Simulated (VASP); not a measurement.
# Al5As (Pmm2) in VASP: notebook, part 2 of 2

VASP 6.6.1. Earlier steps stand in the parts before.

## (4) Relaxation of cell and atoms, PBE

This run uses another cell than the first one, of 17.60 Å³/atom, 0.876 times its volume.

INCAR

```
SYSTEM = Al5As
  ALGO = Normal
  EDIFF = 1E-6
  EDIFFG = -0.08
  ENCUT = 600
  GGA = PE
  IBRION = 2
  ISIF = 3
  ISMEAR = 0
  LASPH = .TRUE.
  LCHARG = .FALSE.
  LREAL = .FALSE.
  LWAVE = .FALSE.
  NELM = 60
  NSW = 36
  PREC = Accurate
  SIGMA = 0.2
```

KPOINTS

```
k-points
0
G
  4 4 3
  0 0 0
```

POSCAR

```
Al5As
1.0
    3.9700000000      0.0000000000      0.0000000000
    0.0000000000      3.9700000000      0.0000000000
    0.0000000000      0.0000000000      6.7000000000
Al As
5 1
Direct
    0.5000000000      0.0000000000      0.2100000000
    0.5000000000      0.0000000000      0.7800000000
    0.0000000000      0.5000000000      0.7800000000
    0.5000000000      0.5000000000      0.5000000000
    0.0000000000      0.0000000000      0.5000000000
    0.0000000000      0.0000000000      0.0000000000
```

Started as:

```
$ cat potpaw_PBE.64/Al/POTCAR potpaw_PBE.64/As/POTCAR > POTCAR
$ mpirun -np 1 vasp_std > vasp.out
```

It took 2 min on 1 thread of Intel Xeon Platinum 8488C (Sapphire Rapids), shared host; peak memory 0.24 GiB.

It converged, with:

* Free energy: -22.8359 eV
* Relaxed volume: 20.06 Å³/atom
* Relaxed cell: a = 4.089 Å, b = 4.175 Å, c = 7.052 Å, α = 90.00°, β = 90.00°, γ = 90.00°
* Space group after relaxing (to 0.05 Å): Pmm2 (No. 25)
* Energy gained by relaxing: 128.4 meV/atom
* Ionic steps: 10
* Pressure after relaxing: 0.2 GPa
* Largest force after relaxing: 0.033 eV/Å
* Band gap on the k mesh: zero (band 10 reaches 6.69 eV, above the bottom of band 11 at 5.20 eV)

Forces in eV/Å, atoms in the order of the input:
```
Al   0.000  0.000 -0.033
Al   0.000  0.000  0.009
Al   0.000  0.000  0.006
Al   0.000  0.000  0.019
Al   0.000  0.000  0.007
As   0.000  0.000 -0.008
```

Stress tensor (GPa, compression positive):
```
0.11 0.00 0.00
0.00 0.17 0.00
0.00 0.00 0.36
```

The path:
```csv
step,energy change (eV),largest force (eV/Å),pressure (GPa),volume (Å³)
1,0.0000,1.6510,11.01,105.60
2,-0.5884,0.8490,-2.48,125.17
3,-0.6080,0.9351,-0.93,121.64
4,-0.6837,0.7437,-0.50,120.86
5,-0.7406,0.2513,0.76,119.25
6,-0.7419,0.3445,0.54,119.49
7,-0.7673,0.1337,0.01,120.56
8,-0.7678,0.1395,-0.06,120.73
9,-0.7695,0.0873,0.05,120.59
10,-0.7706,0.0327,0.21,120.38
```

Final structure:
```yaml
crystal:
  lattice:
    - [4.08887, 0.00000, 0.00000]
    - [0.00000, 4.17509, 0.00000]
    - [0.00000, 0.00000, 7.05175]
  atoms:
    - { symbol: Al, position: [0.50000, 0.00000, 0.24744] }
    - { symbol: Al, position: [0.50000, 0.00000, 0.75501] }
    - { symbol: Al, position: [0.00000, 0.50000, 0.76924] }
    - { symbol: Al, position: [0.50000, 0.50000, 0.49845] }
    - { symbol: Al, position: [0.00000, 0.00000, 0.49435] }
    - { symbol: As, position: [0.00000, 0.00000, 0.00550] }
```

Levels at points of the mesh, in eV from the Fermi level:
```
           k point  band 6  band 7  band 8  band 9  band 10  band 11  band 12  band 13  band 14
(0.00, 0.00, 0.00)   -1.66   -1.42   -0.91   -0.86    -0.84     0.16     0.79     0.96     1.33
(0.50, 0.00, 0.00)   -4.95   -1.98   -0.58    0.36     0.85     1.00     1.03     2.15     2.34
(0.00, 0.50, 0.00)   -3.18   -2.45   -0.14    0.03     0.18     0.48     1.31     1.59     1.83
(0.50, 0.50, 0.00)   -4.48   -4.46   -3.48   -3.21    -2.24    -0.21     0.17     1.88     3.70
```

Caveat: the k points lie up to 0.38 Å⁻¹ apart in the final cell; the relaxation stopped at a loose force limit of 0.08 eV/Å, so its end isn't a converged minimum.

## (5) Single point, PBE (volume scaled by 1.06, then relaxed in part)

INCAR

```
PREC     = Accurate       # precision mode
ENCUT    = 520            # plane-wave cutoff, eV
EDIFF    = 1E-6           # SCF threshold, eV
ISMEAR   = 0              # smearing method
SIGMA    = 0.1            # smearing width, eV
LREAL    = F              # projectors in reciprocal space
LASPH    = T              # aspherical terms in the spheres
NELM     = 60             # most SCF steps
ALGO     = Fast           # electronic algorithm
ISIF     = 2              # what is computed and relaxed
LWAVE    = F              # write WAVECAR
LCHARG   = F              # write CHGCAR
GGA      = PE             # functional
NBANDS   = 32             # bands
```

KPOINTS

```
Automatic mesh
0
Gamma
  8 8 4
```

POSCAR

```
Al5As
1.0
    4.1263320076      0.0000000000      0.0000000000
    0.0000000000      4.0638780087      0.0000000000
    0.0000000000      0.0000000000     14.6475372287
Al As
10 2
Direct
    0.5000000000      0.0000000000      0.6817142395
    0.0000000000      0.5000000000      0.8884350666
    0.0000000000      0.5000000000      0.1371056494
    0.5000000000      0.0000000000      0.1166047634
    0.0000000000      0.0000000000      0.5548464767
    0.0000000000      0.5000000000      0.4101941147
    0.5000000000      0.5000000000      0.5419664373
    0.5000000000      0.0000000000      0.4044012610
    0.0000000000      0.0000000000      0.2709314404
    0.5000000000      0.5000000000      0.2600792204
    0.5000000000      0.5000000000      0.7894390611
    0.0000000000      0.0000000000      0.9982822698
```

Started as:

```
$ cat potpaw_PBE.64/Al/POTCAR potpaw_PBE.64/As/POTCAR > POTCAR
$ mpirun -np 1 vasp_std > vasp.out
```

Wall time 6 min (1 thread of AMD EPYC 9R45 (Zen 5), shared host); peak memory 0.57 GiB.

The run converged. Its results:

- Free energy: -46.9420 eV
- Pressure: -3.4 GPa
- Largest force: 0.012 eV/Å
- Band gap on the k mesh: zero (band 20 reaches 6.47 eV, above the bottom of band 21 at 4.65 eV)

Forces in eV/Å, atoms in the order of the input:
```
Al   0.000  0.000 -0.012
Al   0.000  0.000  0.004
Al   0.000  0.000  0.011
Al   0.000  0.000  0.005
Al   0.000  0.000  0.003
Al   0.000  0.000  0.004
Al   0.000  0.000 -0.001
Al   0.000  0.000 -0.002
Al   0.000  0.000  0.002
Al   0.000  0.000 -0.005
As   0.000  0.000 -0.004
As   0.000  0.000 -0.004
```

Levels at points of the mesh, in eV from the Fermi level:
| k point | band 17 | band 18 | band 19 | band 20 | band 21 | band 22 | band 23 | band 24 |
| --- | --- | --- | --- | --- | --- | --- | --- | --- |
| (0.00, 0.00, 0.00) | -0.95 | -0.83 | -0.74 | -0.28 | 0.25 | 0.47 | 0.55 | 0.57 |
| (0.50, 0.00, 0.00) | -0.29 | -0.27 | 0.51 | 0.63 | 0.88 | 1.07 | 1.09 | 1.25 |
| (0.00, 0.50, 0.00) | -0.55 | -0.35 | 0.43 | 0.68 | 0.69 | 0.71 | 0.92 | 1.16 |
| (0.50, 0.50, 0.00) | -2.63 | -2.55 | -2.46 | -2.43 | -0.34 | -0.31 | -0.29 | 0.12 |
| (0.00, 0.00, 0.50) | -1.03 | -0.98 | -0.59 | -0.24 | 0.20 | 0.75 | 0.77 | 0.89 |
| (0.50, 0.00, 0.50) | -0.29 | -0.27 | -0.08 | 0.32 | 0.66 | 0.90 | 1.03 | 1.15 |
| (0.00, 0.50, 0.50) | -0.56 | -0.38 | -0.35 | 0.37 | 0.45 | 0.71 | 0.79 | 0.86 |
| (0.50, 0.50, 0.50) | -2.38 | -2.22 | -2.22 | -2.19 | -0.79 | -0.78 | -0.76 | -0.40 |

Caveat: the cell differs from its parent crystal (volume scaled by 1.06, then relaxed in part).

## (6) Single point, PBE (volume scaled by 1.10, then relaxed in part)

INCAR

```
  ALGO = Fast
  EDIFF = 1E-6
  ENCUT = 520
  GGA = PE
  ISIF = 2
  ISMEAR = 0
  LASPH = T
  LCHARG = F
  LREAL = F
  LWAVE = F
  NBANDS = 32
  NELM = 80
  PREC = Accurate
  SIGMA = 0.1
```

KPOINTS

```
k-points
0
Gamma
  8 8 4
```

POSCAR

```
Al5As
1.0
    4.1821254518      0.0000000000      0.0000000000
    0.0000000000      4.1080950110      0.0000000000
    0.0000000000      0.0000000000     14.8360649571
Al As
10 2
Direct
    0.5000000000      0.0000000000      0.6816427221
    0.0000000000      0.5000000000      0.8884575878
    0.0000000000      0.5000000000      0.1384438669
    0.5000000000      0.0000000000      0.1157842091
    0.0000000000      0.0000000000      0.5550118100
    0.0000000000      0.5000000000      0.4106149382
    0.5000000000      0.5000000000      0.5408633153
    0.5000000000      0.0000000000      0.4038538638
    0.0000000000      0.0000000000      0.2717234787
    0.5000000000      0.5000000000      0.2594519499
    0.5000000000      0.5000000000      0.7893671301
    0.0000000000      0.0000000000      0.9987851284
```

Potentials or basis: VASP PAW PBE potentials, release 64 (Al, As).

Started as:

```
$ cat potpaw_PBE.64/Al/POTCAR potpaw_PBE.64/As/POTCAR > POTCAR
$ mpirun -np 1 vasp_std > vasp.out
```

It took 6.1 min on 1 thread of AMD EPYC 9R45 (Zen 5), shared host; peak memory 0.6 GiB.

Results (log left out):

* Free energy: -46.6945 eV
* Pressure: -5.1 GPa
* Largest force: 0.013 eV/Å
* Band gap on the k mesh: zero (band 20 reaches 6.10 eV, above the bottom of band 21 at 4.35 eV)

Forces in eV/Å, atoms in the order of the input:
```
Al   0.000  0.000 -0.013
Al   0.000  0.000  0.006
Al   0.000  0.000  0.011
Al   0.000  0.000  0.007
Al   0.000  0.000  0.004
Al   0.000  0.000  0.004
Al   0.000  0.000 -0.001
Al   0.000  0.000 -0.004
Al   0.000  0.000  0.001
Al   0.000  0.000 -0.004
As   0.000  0.000 -0.002
As   0.000  0.000 -0.008
```

Levels at points of the mesh, in eV from the Fermi level:
| k point | band 16 | band 17 | band 18 | band 19 | band 20 | band 21 | band 22 | band 23 | band 24 | band 25 |
| --- | --- | --- | --- | --- | --- | --- | --- | --- | --- | --- |
| (0.00, 0.00, 0.00) | -1.26 | -0.93 | -0.81 | -0.68 | -0.35 | 0.20 | 0.48 | 0.53 | 0.61 | 0.95 |
| (0.50, 0.00, 0.00) | -1.33 | -0.24 | -0.23 | 0.47 | 0.67 | 0.90 | 1.02 | 1.05 | 1.20 | 1.55 |
| (0.00, 0.50, 0.00) | -1.58 | -0.54 | -0.33 | 0.41 | 0.57 | 0.67 | 0.69 | 0.89 | 1.08 | 1.74 |
| (0.50, 0.50, 0.00) | -3.49 | -2.55 | -2.47 | -2.39 | -2.34 | -0.33 | -0.31 | -0.25 | 0.10 | 1.06 |
| (0.00, 0.00, 0.50) | -1.03 | -0.97 | -0.96 | -0.59 | -0.28 | 0.12 | 0.74 | 0.74 | 0.92 | 1.08 |
| (0.50, 0.00, 0.50) | -1.28 | -0.25 | -0.23 | -0.14 | 0.27 | 0.69 | 0.92 | 1.04 | 1.13 | 1.88 |
| (0.00, 0.50, 0.50) | -0.97 | -0.54 | -0.38 | -0.33 | 0.25 | 0.43 | 0.72 | 0.76 | 0.77 | 1.49 |
| (0.50, 0.50, 0.50) | -3.61 | -2.31 | -2.16 | -2.15 | -2.13 | -0.76 | -0.74 | -0.70 | -0.38 | 1.83 |

Caveat: the cell differs from its parent crystal (volume scaled by 1.10, then relaxed in part).

## (7) Summary

```tsv
task	cell	k mesh	cutoff (eV)	smearing	gap on the mesh (eV)	pressure (GPa)	largest force (eV/Å)
single point	a = 4.075, b = 4.173, c = 7.088 Å, 6 atoms	4 × 4 × 3	520	gaussian 0.2 eV	none	0.1	0.02
single point	a = 4.068, b = 4.053, c = 14.080 Å, 12 atoms	4 × 4 × 2	520	gaussian 0.2 eV	none	0.1	0.03
relaxation of cell and atoms	relaxed from a = 3.970, b = 3.970, c = 6.700 Å, 6 atoms	4 × 4 × 3	600	gaussian 0.2 eV	none	0.2	0.03
single point	a = 4.126, b = 4.064, c = 14.648 Å, 12 atoms	8 × 8 × 4	520	gaussian 0.1 eV	none	-3.4	0.01
single point	a = 4.182, b = 4.108, c = 14.836 Å, 12 atoms	8 × 8 × 4	520	gaussian 0.1 eV	none	-5.1	0.01
```

Alike in all rows: level PBE; potentials or basis VASP PAW PBE potentials, release 64 (Al, As); no spin polarisation.

Caveats: some runs use coarse meshes; the relaxation stopped at a loose force limit of 0.08 eV/Å, so its end isn't a converged minimum (some runs).

Absolute energies hang on the potentials; compare differences alone.
